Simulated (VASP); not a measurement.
Wanted: the native input for a VASP 6.6.1 run.

```yaml
Task: relaxation of cell and atoms
Functional: r2SCAN
Potentials_or_basis: VASP PAW PBE potentials, release 64 (Y_sv)
Cutoff: 600 eV
k_mesh: 7 × 7 × 7
Occupations: fermi-dirac, width 0.05 eV
Spin: no spin polarisation
Target_pressure: 20 GPa
Dipole_correction: no
Further_INCAR_settings: ALGO = Normal; EDIFF = 1e-06; IBRION = 2; EDIFFG = -0.01; NSW = 80; ISIF = 3
```

Crystal: Y.

```
CELL_PARAMETERS angstrom
3.31000 0.00000 0.00000
0.00000 3.31000 0.00000
0.00000 0.00000 3.31000
ATOMIC_POSITIONS crystal
Y 0.00000 0.00000 0.00000
```

The input as run:

POSCAR

```
Y
1.0
    3.3100000000      0.0000000000      0.0000000000
    0.0000000000      3.3100000000      0.0000000000
    0.0000000000      0.0000000000      3.3100000000
Y
1
Direct
    0.0000000000      0.0000000000      0.0000000000
```

INCAR.step1

```
SYSTEM = Y
ALGO = Normal
EDIFF = 1E-4
ENCUT = 600
GGA = PE
ISMEAR = -1
LASPH = .True.
LCHARG = .False.
LREAL = .False.
LWAVE = .True.
NELM = 100
PREC = Accurate
SIGMA = 0.05
```

INCAR.step2

```
SYSTEM = Y
ALGO = Normal
EDIFF = 1E-6
EDIFFG = -0.01
ENCUT = 600
IBRION = 2
ISIF = 3
ISMEAR = -1
ISTART = 1
LASPH = .True.
LCHARG = .False.
LMIXTAU = .True.
LREAL = .False.
LWAVE = .False.
METAGGA = R2SCAN
NELM = 100
NSW = 80
PREC = Accurate
PSTRESS = 200.0
SIGMA = 0.05
```

KPOINTS

```
k-points
0
Gamma
  7 7 7
  0 0 0
```

Potentials or basis: VASP PAW PBE potentials, release 64 (Y_sv).

The run is started by

```bash
$ cat potpaw_PBE.64/Y_sv/POTCAR > POTCAR
$ cp INCAR.step1 INCAR
$ mpirun -np 1 vasp_std > vasp.out
$ cp INCAR.step2 INCAR
$ mpirun -np 1 vasp_std > vasp.out
```

It gave:

* Relaxed volume: 22.99 Å³/atom
* Relaxed cell: a = 2.843 Å, b = 2.843 Å, c = 2.843 Å, α = 90.00°, β = 90.00°, γ = 90.00°
* Space group after relaxing (to 0.05 Å): Pm-3m (No. 221)
* Energy change on relaxing (the enthalpy is what falls): +576.0 meV/atom
* Ionic steps: 5
* Pressure after relaxing: 20.0 GPa

Caveat: the cell is relaxed towards a set pressure, so the enthalpy falls and the energy may rise; the volume moved by over 15 % at a fixed basis, so the end points are rough; the PAW data sets were made with another functional, which shifts forces and pressure a little.

Wall time 2.4 min on 1 thread of Intel(R) Xeon(R) Platinum 8488C (Sapphire Rapids) (shared host), peak memory 0.2 GiB.
